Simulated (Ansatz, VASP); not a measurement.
**Two plane-wave programs on Nb**

```
Nb
1.0
     2.76189    0.00000    0.00000
     0.00000    2.76189    0.00000
     0.00000    0.00000    2.76189
Nb
1
Direct
  0.00000 0.00000 0.00000
```

Alike in both runs: task single point; functional BLYP; k mesh 13 × 13 × 13; occupations fermi-dirac, width 0.1 eV; no spin polarisation.

|  | VASP | Ansatz |
| --- | --- | --- |
| version | VASP 6.6.1 | Ansatz 0.2.0 |
| potentials or method | VASP PAW PBE potentials, release 64 (Nb_sv), cutoff 520 eV | plane waves (420 eV) with PAW, scalar-relativistic |
| valence electrons in the cell | 13 | 13 |

```csv
,VASP,Ansatz,Ansatz less VASP
pressure (GPa),-0.3,-0.3,+0.04
```

VASP's potentials were made for PBE, not for BLYP.
